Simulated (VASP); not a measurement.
# TiO2 (Pbcn) in VASP: single point with LDA

Aim: the single point of TiO2 with LDA.

All numbers are computed with VASP 6.6.1; they aren't measurements. Logs are shortened: lines on timing, memory, paths and dates and some standing lists are left out, and cuts for length are marked.

### Step 1. The cell of the first run

Symmetry: Pbcn, No. 60, orthorhombic system. Conventional cell: a = 4.499 Å, b = 5.440 Å, c = 4.841 Å, α = 90.00°, β = 90.00°, γ = 90.00°. Ti (site symmetry 2) has 6 O at 1.86 to 2.06 Å within 2.5 Å. O (site symmetry 1) has 3 Ti at 1.86 to 2.06 Å and 12 O at 2.55 to 2.94 Å within 3.0 Å.

### Step 2. Single point, LDA

Contents of INCAR:

```
PREC = Accurate ; ENCUT = 520
EDIFF = 1E-6 ; ISMEAR = 0
SIGMA = 0.02 ; LREAL = F
LASPH = T ; NELM = 80
ALGO = Normal ; ISIF = 2
LWAVE = F ; LCHARG = F
GGA = CA ; NBANDS = 60
```

Contents of KPOINTS:

```
regular mesh
0
Gamma
  6 6 6
```

Contents of POSCAR:

```
TiO2
1.0
    4.4985061432      0.0000000000      0.0000000000
    0.0000000000      5.4399698330      0.0000000000
    0.0000000000      0.0000000000      4.8411584896
Ti O
4 8
Direct
    0.0000000000      0.1740088502      0.2500000000
    0.5000000000      0.3259911498      0.7500000000
    0.0000000000      0.8259911498      0.7500000000
    0.5000000000      0.6740088502      0.2500000000
    0.2715435658      0.3822894805      0.4185691485
    0.2284564342      0.1177105195      0.9185691485
    0.7715435658      0.1177105195      0.5814308515
    0.7284564342      0.3822894805      0.0814308515
    0.7284564342      0.6177105195      0.5814308515
    0.7715435658      0.8822894805      0.0814308515
    0.2284564342      0.8822894805      0.4185691485
    0.2715435658      0.6177105195      0.9185691485
```

Potentials or basis: VASP PAW LDA potentials, release 64 (Ti_sv, O).

The run is started by

```sh
$ cat potpaw_LDA.64/Ti_sv/POTCAR potpaw_LDA.64/O/POTCAR > POTCAR
$ mpirun -np 1 vasp_std > vasp.out
```

OUTCAR:

```text
PREC = Accurate
   ENCUT = 520
   EDIFF = 1E-6
   ISMEAR = 0
   LREAL = F
   LASPH = T
   NELM = 80
   ISIF = 2
   GGA = CA

 ion  position               nearest neighbor table
   1  0.000  0.174  0.250-   5 1.86   8 1.86   7 1.93   6 1.93  10 2.06  11 2.06
   2  0.500  0.326  0.750-   6 1.86   7 1.86   5 1.93   8 1.93   9 2.06  12 2.06
   3  0.000  0.826  0.750-   9 1.86  12 1.86  11 1.93  10 1.93   6 2.06   7 2.06
   4  0.500  0.674  0.250-  10 1.86  11 1.86   9 1.93  12 1.93   5 2.06   8 2.06
   5  0.272  0.382  0.419-   1 1.86   2 1.93   4 2.06
   6  0.228  0.118  0.919-   2 1.86   1 1.93   3 2.06
   7  0.772  0.118  0.581-   2 1.86   1 1.93   3 2.06
   8  0.728  0.382  0.081-   1 1.86   2 1.93   4 2.06
   9  0.728  0.618  0.581-   3 1.86   4 1.93   2 2.06
  10  0.772  0.882  0.081-   4 1.86   3 1.93   1 2.06
  11  0.228  0.882  0.419-   4 1.86   3 1.93   1 2.06
  12  0.272  0.618  0.919-   3 1.86   4 1.93   2 2.06

  LATTYP: Found a simple orthorhombic cell.
 ALAT       =     4.4985061432
 B/A-ratio  =     1.0761702520
 C/A-ratio  =     1.2092836288

  Lattice vectors:

 A1 = (  -4.4985061432,   0.0000000000,   0.0000000000)
 A2 = (   0.0000000000,   0.0000000000,   4.8411584896)
 A3 = (   0.0000000000,   5.4399698330,   0.0000000000)

Analysis of symmetry for initial positions (statically):
=====================================================================
 Subroutine PRICEL returns:
 Original cell was already a primitive cell.

 Routine SETGRP: Setting up the symmetry group for a
 simple orthorhombic supercell.

 Subroutine GETGRP returns: Found  8 space group operations
 (whereof  2 operations were pure point group operations)
 out of a pool of  8 trial point group operations.

The static configuration has the point symmetry S_2 .
 The point group associated with its full space group is D_2h.

Analysis of symmetry for dynamics (positions and initial velocities):
=====================================================================
 Subroutine PRICEL returns:
 Original cell was already a primitive cell.

 Routine SETGRP: Setting up the symmetry group for a
 simple orthorhombic supercell.

 Subroutine GETGRP returns: Found  8 space group operations
 (whereof  2 operations were pure point group operations)
 out of a pool of  8 trial point group operations.

[... 129 lines left out ...]
   POTIM  = 0.5000    time-step for ionic-motion
   TEBEG  =    0.0;   TEEND  =   0.0 temperature during run
   PSTRESS=    0.0 pullay stress
   NELECT =      96.0000    total number of electrons
   NUPDOWN=      -1.0000    fix difference up-down
   EMIN   =  10.00;   EMAX   =-10.00  energy-range for DOS
   EFERMI =   0.00;   METHOD = LEGACY
   ISMEAR =     0;   SIGMA  =   0.02  broadening in eV -4-tet -1-fermi 0-gaus
   EFERMI_NEDOS =   21; number of points for ismear=-14 and -15
   IALGO  =     38    algorithm
   IMIX   =      4    mixing-type and parameters
     AMIX     =   0.40;   BMIX     =  1.00
     AMIX_MAG =   1.60;   BMIX_MAG =  1.00
  volume/ion in A,a.u.               =       9.87        66.62
  Fermi-wavevector in a.u.,A,eV,Ry     =   1.526255  2.884204 31.694166  2.329455
  Thomas-Fermi vector in A             =   2.634314
   LORBIT       =      0    0 simple, 1 ext, 2 COOP (PROOUT), +10 PAW based schemes
   GGA     = CA    functional components
   LHFCALC =     F    Hartree Fock is set to
   AEXX    =    0.0000 exact exchange contribution
   IVDW    =     0    specifies the selected vdW correction
   LEPSILON=     F    determine dielectric tensor
   LRPA    =     F    only Hartree local field effects (RPA)
 non-spin polarized calculation
 Gauss-broadening in eV      SIGMA  =   0.02
  energy-cutoff  :      520.00
  volume of cell :      118.47
 maximum number of plane-waves:      3216
 NGX is ok and might be reduce to    36
   NGX = 17   NGY = 21   NGZ = 19

 number of electron      96.0000000 magnetization

 Free energy of the ion-electron system (eV)
  ---------------------------------------------------
  ext. energy  EPLUGINS =         0.00000000
  ---------------------------------------------------
  free energy    TOTEN  =      -117.65445635 eV

  energy without entropy =     -117.65445635  energy(sigma->0) =     -117.65445635

 E-fermi :   4.8200     XC(G=0): -12.3052

 val. band max:        4.7275979817   @ k =   0.0000   0.0000   0.0000
 cond. band min:       7.3873537438   @ k =   0.0000   0.0000   0.5000
 fundamental gap:      2.6597557621
 Fermi energy:         4.8200359031

 k-point     1 :       0.0000    0.0000    0.0000
  band No.  band energies     occupation
      1     -50.8134      2.00000
      2     -50.7842      2.00000
      3     -50.7744      2.00000
      4     -50.7671      2.00000
      5     -27.7277      2.00000
      6     -27.6205      2.00000
[... 1501 lines left out ...]
     59       8.9074      0.00000
     60       8.9074      0.00000

 [... further k-points ...]

------------------------ aborting loop because EDIFF is reached ----------------------------------------

  FORCE on cell =-STRESS in cart. coord.  units (eV):
  Direction    XX          YY          ZZ          XY          YZ          ZX
  --------------------------------------------------------------------------------------
  -------------------------------------------------------------------------------------
  Total        1.1129418      0.9203201      1.1450221      0.0000000      0.0000000     -0.0000000
  in kB       15.0511236     12.4461598     15.4849685      0.0000000      0.0000000     -0.0000000
  external PRESSURE =      14.3274173 kB  Pullay stress =       0.0000000 kB

 VOLUME and BASIS-vectors are now :
 -----------------------------------------------------------------------------
  energy-cutoff  :      520.00
  volume of cell :      118.47
      direct lattice vectors                 reciprocal lattice vectors
     4.498506143  0.000000000  0.000000000     0.222296017  0.000000000  0.000000000
     0.000000000  5.439969833  0.000000000     0.000000000  0.183824549  0.000000000
     0.000000000  0.000000000  4.841158490     0.000000000  0.000000000  0.206562128

 POSITION                                       TOTAL-FORCE (eV/Angst)
 -----------------------------------------------------------------------------------
      0.00000      0.94660      1.21029         0.000000     -0.067850     -0.000000
      2.24925      1.77338      3.63087         0.000000      0.067850     -0.000000
      0.00000      4.49337      3.63087         0.000000      0.067850     -0.000000
      2.24925      3.66659      1.21029         0.000000     -0.067850     -0.000000
      1.22154      2.07964      2.02636         0.021775      0.052233      0.002002
      1.02771      0.64034      4.44694        -0.021775     -0.052233      0.002002
      3.47079      0.64034      2.81480         0.021775     -0.052233     -0.002002
      3.27697      2.07964      0.39422        -0.021775      0.052233     -0.002002
      3.27697      3.36033      2.81480        -0.021775     -0.052233     -0.002002
      3.47079      4.79963      0.39422         0.021775      0.052233     -0.002002
      1.02771      4.79963      2.02636        -0.021775      0.052233      0.002002
      1.22154      3.36033      4.44694         0.021775     -0.052233      0.002002
 -----------------------------------------------------------------------------------
    total drift:                               -0.000000     -0.000000      0.000000

  FREE ENERGIE OF THE ION-ELECTRON SYSTEM (eV)
  ---------------------------------------------------
  free  energy   TOTEN  =      -117.6544563516 eV

  energy  without entropy=     -117.6544563516  energy(sigma->0) =     -117.65445635
```

Wall time 8.3 min (1 thread of Intel Xeon 8259CL, shared host); peak memory 0.41 GiB.

Results:

* Free energy: -117.6545 eV
* Pressure: 1.4 GPa
* Largest force: 0.068 eV/Å
* Band gap on the k mesh: 2.66 eV (least direct gap 2.72 eV)

Forces in eV/Å, atoms in the order of the input:
```
Ti   0.000 -0.068  0.000
Ti   0.000  0.068  0.000
Ti   0.000  0.068  0.000
Ti   0.000 -0.068  0.000
O    0.022  0.052  0.002
O   -0.022 -0.052  0.002
O    0.022 -0.052 -0.002
O   -0.022  0.052 -0.002
O   -0.022 -0.052 -0.002
O    0.022  0.052 -0.002
O   -0.022  0.052  0.002
O    0.022 -0.052  0.002
```

A k mesh can miss the band edges. As with any semilocal functional, this LDA gap is likely too small.
